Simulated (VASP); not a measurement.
# SiC (P3m1) in VASP: notebook

The runs below take SiC through single point, with PBE.

All numbers are computed with VASP 6.6.1; they aren't measurements. Logs are shortened: lines on timing, memory, paths and dates and some standing lists are left out, and cuts for length are marked.

### Step 1. The cell of the first run

It takes space group P3m1 (No. 156, trigonal). Conventional cell: a = 3.043 Å, b = 3.043 Å, c = 14.933 Å, α = 90.00°, β = 90.00°, γ = 120.00°. Within 2.5 Å of Si (site symmetry 3m) lie 4 C at 1.88 to 1.93 Å. Si (site symmetry 3m) has 4 C at 1.81 to 1.85 Å within 2.4 Å. Si (site symmetry 3m) has 4 C at 1.81 to 1.84 Å within 2.4 Å. Within 2.5 Å of Si (site symmetry 3m) lie 4 C at 1.88 to 1.92 Å. Si (site symmetry 3m) has 4 C at 1.81 to 1.84 Å within 2.4 Å. Within 2.5 Å of Si (site symmetry 3m) lie 4 C at 1.88 to 1.92 Å. C (site symmetry 3m) has 4 Si at 1.84 to 1.93 Å within 2.4 Å. C (site symmetry 3m) has 4 Si at 1.81 to 1.88 Å within 2.4 Å.

### Step 2. Single point, PBE (atoms displaced along a vibrational mode, the cell strained)

INCAR

```
PREC = Accurate
ENCUT = 520
EDIFF = 1E-6
ISMEAR = 0
SIGMA = 0.05
LREAL = F
LASPH = T
NELM = 80
ALGO = Normal
ISIF = 2
LWAVE = F
LCHARG = F
GGA = PE
NBANDS = 36
```

KPOINTS

```
Automatic mesh
0
Gamma
  12 12 2
```

POSCAR

```
SiC
1.0
    3.0432521380      0.0000000000      0.0000000000
   -1.5216260690      2.6355336616      0.0000000000
    0.0000000000      0.0000000000     14.9327054840
Si C
6 6
Direct
    0.0000000000      0.0000000000      0.1250424503
    0.0000000000      0.0000000000      0.6250374675
    0.3333333333      0.6666666667      0.2919122018
    0.6666666667      0.3333333333      0.7917223860
    0.3333333333      0.6666666667      0.9583927143
    0.6666666667      0.3333333333      0.4582264355
    0.0000000000      0.0000000000      0.9957901969
    0.0000000000      0.0000000000      0.5035866889
    0.3333333333      0.6666666667      0.1704670362
    0.6666666667      0.3333333333      0.6631920368
    0.3333333333      0.6666666667      0.8370720018
    0.6666666667      0.3333333333      0.3295583838
```

Potentials or basis: VASP PAW PBE potentials, release 64 (Si, C).

Run with:

```console
$ cat potpaw_PBE.64/Si/POTCAR potpaw_PBE.64/C/POTCAR > POTCAR
$ mpirun -np 1 vasp_std > vasp.out
```

OUTCAR:

```text
PREC = Accurate
   ENCUT = 520
   EDIFF = 1E-6
   ISMEAR = 0
   LREAL = F
   LASPH = T
   NELM = 80
   ISIF = 2
   GGA = PE

 ion  position               nearest neighbor table
   1  0.000  0.000  0.125-   9 1.88   9 1.88   9 1.88   7 1.93   5 3.05   5 3.05   5 3.05   3 3.05
                             3 3.05   3 3.05
   2  0.000  0.000  0.625-   8 1.81  10 1.85  10 1.85  10 1.85   4 3.05   4 3.05   4 3.05   6 3.05
                             6 3.05   6 3.05
   3  0.333  0.667  0.292-   9 1.81  12 1.84  12 1.84  12 1.84   6 3.04   6 3.04   6 3.04   1 3.05
                             1 3.05   1 3.05
   4  0.667  0.333  0.792-  11 1.88  11 1.88  11 1.88  10 1.92   5 3.05   5 3.05   5 3.05   2 3.05
                             2 3.05   2 3.05
   5  0.333  0.667  0.958-  11 1.81   7 1.84   7 1.84   7 1.84   1 3.05   1 3.05   1 3.05   4 3.05
                             4 3.05   4 3.05
   6  0.667  0.333  0.458-   8 1.88   8 1.88   8 1.88  12 1.92   3 3.04   3 3.04   3 3.04   2 3.05
                             2 3.05   2 3.05
   7  0.000  0.000  0.996-   5 1.84   5 1.84   5 1.84   1 1.93
   8  0.000  0.000  0.504-   2 1.81   6 1.88   6 1.88   6 1.88
   9  0.333  0.667  0.170-   3 1.81   1 1.88   1 1.88   1 1.88
  10  0.667  0.333  0.663-   2 1.85   2 1.85   2 1.85   4 1.92
  11  0.333  0.667  0.837-   5 1.81   4 1.88   4 1.88   4 1.88
  12  0.667  0.333  0.330-   3 1.84   3 1.84   3 1.84   6 1.92

  LATTYP: Found a hexagonal cell.
 ALAT       =     3.0432521380
 C/A-ratio  =     4.9068249382

  Lattice vectors:

 A1 = (   3.0432521380,   0.0000000000,   0.0000000000)
 A2 = (  -1.5216260690,   2.6355336616,   0.0000000000)
 A3 = (   0.0000000000,   0.0000000000,  14.9327054840)

Analysis of symmetry for initial positions (statically):
=====================================================================
 Subroutine PRICEL returns:
 Original cell was already a primitive cell.

 Routine SETGRP: Setting up the symmetry group for a
 hexagonal supercell.

 Subroutine GETGRP returns: Found  6 space group operations
 (whereof  6 operations were pure point group operations)
 out of a pool of 24 trial point group operations.

The static configuration has the point symmetry C_3v.

Analysis of symmetry for dynamics (positions and initial velocities):
=====================================================================
 Subroutine PRICEL returns:
 Original cell was already a primitive cell.

 Routine SETGRP: Setting up the symmetry group for a
 hexagonal supercell.

 Subroutine GETGRP returns: Found  6 space group operations
 (whereof  6 operations were pure point group operations)
 out of a pool of 24 trial point group operations.

The dynamic configuration has the point symmetry C_3v.

 Subroutine INISYM returns: Found  6 space group operations
 (whereof  6 operations are pure point group operations),
 and found     1 'primitive' translations

----------------------------------------------------------------------------------------

                                     Primitive cell

  volume of cell :     119.7692

  direct lattice vectors                    reciprocal lattice vectors
     3.043252138  0.000000000  0.000000000     0.328595842  0.189714898  0.000000000
    -1.521626069  2.635533662  0.000000000     0.000000000  0.379429796  0.000000000
     0.000000000  0.000000000 14.932705484     0.000000000  0.000000000  0.066967101

  length of vectors
     3.043252138  3.043252138 14.932705484     0.379429796  0.379429796  0.066967101

  position of ions in fractional coordinates (direct lattice)
     0.000000000  0.000000000  0.125042450
     0.000000000  0.000000000  0.625037468
     0.333333333  0.666666667  0.291912202
     0.666666667  0.333333333  0.791722386
     0.333333333  0.666666667  0.958392714
     0.666666667  0.333333333  0.458226436
     0.000000000  0.000000000  0.995790197
     0.000000000  0.000000000  0.503586689
     0.333333333  0.666666667  0.170467036
     0.666666667  0.333333333  0.663192037
     0.333333333  0.666666667  0.837072002
     0.666666667  0.333333333  0.329558384

  ion indices of the primitive-cell ions
   primitive index   ion index
                 1           1
                 2           2
                 3           3
                 4           4
                 5           5
                 6           6
                 7           7
                 8           8
                 9           9
                10          10
                11          11
                12          12

----------------------------------------------------------------------------------------

 KPOINTS: Automatic mesh

Automatic generation of k-mesh.
 Grid dimensions read from file:
 generate k-points for:   12   12    2

 Generating k-lattice:

  Cartesian coordinates                     Fractional coordinates (reciprocal lattice)
     0.027382987  0.015809575  0.000000000     0.083333333  0.000000000  0.000000000
     0.000000000  0.031619150  0.000000000     0.000000000  0.083333333  0.000000000
     0.000000000  0.000000000  0.033483551     0.000000000  0.000000000  0.500000000

  Length of vectors
     0.031619150  0.031619150  0.033483551

  Shift w.r.t. Gamma in fractional coordinates (k-lattice)
     0.000000000  0.000000000  0.000000000

 Subroutine IBZKPT returns following result:
 ===========================================

 Found     38 irreducible k-points:

 Following reciprocal coordinates:
            Coordinates               Weight
  0.000000  0.000000  0.000000      1.000000
  0.083333  0.000000  0.000000      6.000000
  0.166667 -0.000000  0.000000      6.000000
  0.250000 -0.000000  0.000000      6.000000
  0.333333 -0.000000  0.000000      6.000000
  0.416667 -0.000000  0.000000      6.000000
[... 16 lines left out ...]
  0.250000 -0.000000  0.500000      6.000000
  0.333333 -0.000000  0.500000      6.000000
 [... further k-points ...]
   k-points           NKPTS =     38   k-points in BZ     NKDIM =     38   number of bands    NBANDS=     36
   number of dos      NEDOS =    301   number of ions     NIONS =     12
   total plane-waves  NPLWV =  64512
   dimension x,y,z NGX =    24 NGY =   24 NGZ =  112
   dimension x,y,z NGXF=    48 NGYF=   48 NGZF=  224
   ions per type =               6   6
   NGX,Y,Z   is equivalent  to a cutoff of  13.11, 13.11, 12.47 a.u.
   NGXF,Y,Z  is equivalent  to a cutoff of  26.22, 26.22, 24.94 a.u.
 SYSTEM =  unknown system
   PREC   = accura    normal or accurate (medium, high low for compatibility)
   ISTART =      0    job   : 0-new  1-cont  2-samecut
   ICHARG =      2    charge: 1-file 2-atom 10-const
   ISPIN  =      1    spin polarized calculation?
   LNONCOLLINEAR =      F non collinear calculations
   LSORBIT =      F    spin-orbit coupling
   LASPH  =      T    aspherical Exc in radial PAW
   ENCUT  =  520.0 eV  38.22 Ry    6.18 a.u.   5.66  5.66 27.76*2*pi/ulx,y,z
   NELM   =     80;   NELMIN=  2; NELMDL= -5     # of ELM steps
   EDIFF  = 0.1E-05   stopping-criterion for ELM
   LREAL  =      F    real-space projection
   EDIFFG = 0.1E-04   stopping-criterion for IOM
   NSW    =      0    number of steps for IOM
   IBRION =     -1    ionic relax: 0-MD 1-quasi-New 2-CG
   NFREE  =      0    steps in history (QN), initial steepest desc. (CG)
   ISIF   =      2    stress and relaxation
   ISYM   =      2    0-nonsym 1-usesym 2-fastsym
   POTIM  = 0.5000    time-step for ionic-motion
   TEBEG  =    0.0;   TEEND  =   0.0 temperature during run
   PSTRESS=    0.0 pullay stress
   NELECT =      48.0000    total number of electrons
   NUPDOWN=      -1.0000    fix difference up-down
   EMIN   =  10.00;   EMAX   =-10.00  energy-range for DOS
   EFERMI =   0.00;   METHOD = LEGACY
   ISMEAR =     0;   SIGMA  =   0.05  broadening in eV -4-tet -1-fermi 0-gaus
   EFERMI_NEDOS =   21; number of points for ismear=-14 and -15
   IALGO  =     38    algorithm
   IMIX   =      4    mixing-type and parameters
     AMIX     =   0.40;   BMIX     =  1.00
     AMIX_MAG =   1.60;   BMIX_MAG =  1.00
  volume/ion in A,a.u.               =       9.98        67.35
  Fermi-wavevector in a.u.,A,eV,Ry     =   1.206999  2.280897 19.821601  1.456847
  Thomas-Fermi vector in A             =   2.342650
   LORBIT       =      0    0 simple, 1 ext, 2 COOP (PROOUT), +10 PAW based schemes
   GGA     = PE    functional components
   LHFCALC =     F    Hartree Fock is set to
   AEXX    =    0.0000 exact exchange contribution
   IVDW    =     0    specifies the selected vdW correction
   LEPSILON=     F    determine dielectric tensor
   LRPA    =     F    only Hartree local field effects (RPA)
 non-spin polarized calculation
 Gauss-broadening in eV      SIGMA  =   0.05
  energy-cutoff  :      520.00
  volume of cell :      119.77
 maximum number of plane-waves:      3248
 NGX is ok and might be reduce to    24
   NGX = 11   NGY = 11   NGZ = 55

 number of electron      47.9999996 magnetization

 Free energy of the ion-electron system (eV)
  ---------------------------------------------------
  ext. energy  EPLUGINS =         0.00000000
  ---------------------------------------------------
  free energy    TOTEN  =       -89.84146033 eV

  energy without entropy =      -89.84146033  energy(sigma->0) =      -89.84146033

 E-fermi :   8.8192     XC(G=0): -11.5128

 val. band max:        8.5926150346   @ k =   0.0000   0.0000   0.0000
 cond. band min:      10.5574496638   @ k =   0.5000  -0.0000   0.0000
 fundamental gap:      1.9648346291
 Fermi energy:         8.8192046497

 k-point     1 :       0.0000    0.0000    0.0000
  band No.  band energies     occupation
      1      -7.1884      2.00000
      2      -6.6606      2.00000
      3      -6.6204      2.00000
      4      -5.0494      2.00000
      5      -5.0169      2.00000
      6      -3.4654      2.00000
[... 28 lines left out ...]
     35      16.1252      0.00000
     36      16.2164      0.00000
[... 866 lines left out ...]
      6      -2.4964      2.00000
[... 28 lines left out ...]
     35      16.6094      0.00000
     36      16.6355      0.00000

 [... further k-points ...]
[... 5 lines left out ...]
  --------------------------------------------------------------------------------------
  -------------------------------------------------------------------------------------
  Total        9.1021587      9.1021587      9.7647389      0.0000000      0.0000000      0.0000000
  in kB      121.7614978    121.7614978    130.6249728      0.0000000      0.0000000      0.0000000
  external PRESSURE =     124.7159895 kB  Pullay stress =       0.0000000 kB

 VOLUME and BASIS-vectors are now :
 -----------------------------------------------------------------------------
  energy-cutoff  :      520.00
  volume of cell :      119.77
      direct lattice vectors                 reciprocal lattice vectors
     3.043252138  0.000000000  0.000000000     0.328595842  0.189714898  0.000000000
    -1.521626069  2.635533662  0.000000000     0.000000000  0.379429796  0.000000000
     0.000000000  0.000000000 14.932705484     0.000000000  0.000000000  0.066967101

 POSITION                                       TOTAL-FORCE (eV/Angst)
 -----------------------------------------------------------------------------------
      0.00000      0.00000      1.86722         0.000000      0.000000      0.022306
      0.00000      0.00000      9.33350        -0.000000      0.000000      0.235647
     -0.00000      1.75702      4.35904        -0.000000      0.000000      0.118082
      1.52163      0.87851     11.82256         0.000000      0.000000      0.130696
     -0.00000      1.75702     14.31140         0.000000      0.000000      0.145889
      1.52163      0.87851      6.84256         0.000000      0.000000      0.124074
      0.00000      0.00000     14.86984        -0.000000      0.000000      1.776563
      0.00000      0.00000      7.51991         0.000000     -0.000000     -2.053843
     -0.00000      1.75702      2.54553         0.000000     -0.000000     -1.903305
      1.52163      0.87851      9.90325         0.000000     -0.000000      1.669610
     -0.00000      1.75702     12.49975        -0.000000      0.000000     -1.976936
      1.52163      0.87851      4.92120        -0.000000     -0.000000      1.711216
 -----------------------------------------------------------------------------------
    total drift:                               -0.000000     -0.000000      0.000402

  FREE ENERGIE OF THE ION-ELECTRON SYSTEM (eV)
  ---------------------------------------------------
  free  energy   TOTEN  =       -89.8414603259 eV

  energy  without entropy=      -89.8414603259  energy(sigma->0) =      -89.84146033
```

It took 86 s on 1 thread of Intel Xeon 6975P-C (Granite Rapids), shared host; peak memory 0.28 GiB.

What came out:

| Item | Value |
| --- | --- |
| Free energy | -89.8415 eV |
| Pressure | 12.5 GPa |
| Largest force | 2.054 eV/Å |
| Band gap on the k mesh | 1.96 eV (least direct gap 3.08 eV) |

Forces in eV/Å, atoms in the order of the input:
```
Si   0.000  0.000  0.022
Si   0.000  0.000  0.236
Si   0.000  0.000  0.118
Si   0.000  0.000  0.131
Si   0.000  0.000  0.146
Si   0.000  0.000  0.124
C    0.000  0.000  1.777
C    0.000  0.000 -2.054
C    0.000  0.000 -1.903
C    0.000  0.000  1.670
C    0.000  0.000 -1.977
C    0.000  0.000  1.711
```

Stress tensor (GPa, compression positive):
```
12.18  0.00  0.00
 0.00 12.18  0.00
 0.00  0.00 13.06
```

Caveat: the cell differs from its parent crystal (atoms displaced along a vibrational mode, the cell strained); the cell stands under pressure; forces of over 1 eV/Å act on the atoms, so gaps and moduli don't describe the material at rest. A k mesh can miss the band edges.

### Step 3. Single point, PBE (atoms displaced along a vibrational mode, the cell strained)

INCAR

```
SYSTEM = SiC
PREC     = Accurate       ! precision mode
ENCUT    = 520            ! plane-wave cutoff, eV
EDIFF    = 1E-6           ! SCF threshold, eV
ISMEAR   = 0              ! smearing method
SIGMA    = 0.05           ! smearing width, eV
LREAL    = .FALSE.        ! projectors in reciprocal space
LASPH    = .TRUE.         ! aspherical terms in the spheres
NELM     = 80             ! most SCF steps
ALGO     = Normal         ! electronic algorithm
ISIF     = 2              ! what is computed and relaxed
LWAVE    = .FALSE.        ! write WAVECAR
LCHARG   = .FALSE.        ! write CHGCAR
GGA      = PE             ! functional
NBANDS   = 36             ! bands
```

KPOINTS

```
regular mesh
0
G
  12 12 2
  0 0 0
```

POSCAR

```
SiC
1.0
    3.0432521380      0.0000000000      0.0000000000
   -1.5216260690      2.6355336616      0.0000000000
    0.0000000000      0.0000000000     14.9327054840
Si C
6 6
Direct
    0.0000000000      0.0000000000      0.1250412046
    0.0000000000      0.0000000000      0.6250387132
    0.3333333333      0.6666666667      0.2918647478
    0.6666666667      0.3333333333      0.7917698400
    0.3333333333      0.6666666667      0.9583511446
    0.6666666667      0.3333333333      0.4582680052
    0.0000000000      0.0000000000      0.9977393199
    0.0000000000      0.0000000000      0.5016375659
    0.3333333333      0.6666666667      0.1686482863
    0.6666666667      0.3333333333      0.6650107867
    0.3333333333      0.6666666667      0.8351935973
    0.6666666667      0.3333333333      0.3314367883
```

Potentials or basis: VASP PAW PBE potentials, release 64 (Si, C).

Run with:

```console
$ cat potpaw_PBE.64/Si/POTCAR potpaw_PBE.64/C/POTCAR > POTCAR
$ mpirun -np 1 vasp_std > vasp.out
```

Wall time 82 s (1 thread of Intel Xeon 6975P-C (Granite Rapids), shared host); peak memory 0.28 GiB.

Results (log left out):

| Item | Value |
| --- | --- |
| Free energy | -90.0752 eV |
| Pressure | 12.0 GPa |
| Largest force | 0.984 eV/Å |
| Band gap on the k mesh | 2.00 eV (least direct gap 3.11 eV) |

Forces on the atoms (eV/Å):
```
Si   0.000  0.000 -0.027
Si   0.000  0.000  0.070
Si   0.000  0.000  0.025
Si   0.000  0.000  0.040
Si   0.000  0.000  0.037
Si   0.000  0.000  0.036
C    0.000  0.000  0.927
C    0.000  0.000 -0.984
C    0.000  0.000 -0.920
C    0.000  0.000  0.863
C    0.000  0.000 -0.953
C    0.000  0.000  0.887
```

Stress tensor (GPa, compression positive):
```
11.93  0.00  0.00
 0.00 11.93  0.00
 0.00  0.00 12.07
```

Levels at points of the mesh, in eV from the valence-band top:
| k point | band 20 | band 21 | band 22 | band 23 | band 24 | band 25 | band 26 | band 27 | band 28 | band 29 |
| --- | --- | --- | --- | --- | --- | --- | --- | --- | --- | --- |
| (0.00, 0.00, 0.00) | -0.30 | -0.30 | -0.04 | 0.00 | 0.00 | 5.49 | 5.65 | 6.08 | 6.59 | 6.68 |
| (0.50, 0.00, 0.00) | -2.29 | -1.84 | -1.81 | -1.70 | -1.11 | 2.00 | 2.22 | 3.27 | 3.94 | 4.68 |
| (0.00, 0.00, 0.50) | -0.56 | -0.11 | -0.11 | -0.09 | -0.09 | 5.54 | 5.57 | 6.28 | 6.34 | 7.02 |
| (0.50, 0.00, 0.50) | -2.31 | -1.79 | -1.70 | -1.33 | -1.31 | 2.05 | 2.06 | 3.46 | 3.51 | 4.93 |

Caveat: the cell differs from its parent crystal (atoms displaced along a vibrational mode, the cell strained); the cell stands under pressure.
